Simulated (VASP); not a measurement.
A run of VASP 6.6.1 is set up as follows.

INCAR

```
ALGO = Normal
EDIFF = 1E-6
ENCUT = 520
GGA = PE
ISIF = 2
ISMEAR = -1
ISPIN = 2
LASPH = T
LCHARG = T
LELF = T
LMAXMIX = 4
LORBIT = 11
LREAL = F
LVHAR = T
LWAVE = F
MAGMOM = 5.05 0
NBANDS = 24
NELM = 150
NUPDOWN = 5.05
PREC = Accurate
SIGMA = 0.1
```

The input KPOINTS:

```
k-points
0
Gamma
  10 10 10
```

File POSCAR:

```
MnHg
1.0
    3.3150000000      0.0000000000      0.0000000000
    0.0000000000      3.3150000000      0.0000000000
    0.0000000000      0.0000000000      3.3150000000
Mn Hg
1 1
Direct
    0.5000000000      0.5000000000      0.5000000000
    0.0000000000      0.0000000000      0.0000000000
```

Potentials or basis: VASP PAW PBE potentials, release 64 (Mn_pv, Hg).

Command:

```sh
$ cat potpaw_PBE.64/Mn_pv/POTCAR potpaw_PBE.64/Hg/POTCAR > POTCAR
$ mpirun -np 1 vasp_std > vasp.out
```

Task: What does it give for the pressure?

Result: 11.1 GPa.

Caveat: the cell stands under pressure; the total moment is fixed, so each spin has its own Fermi level.
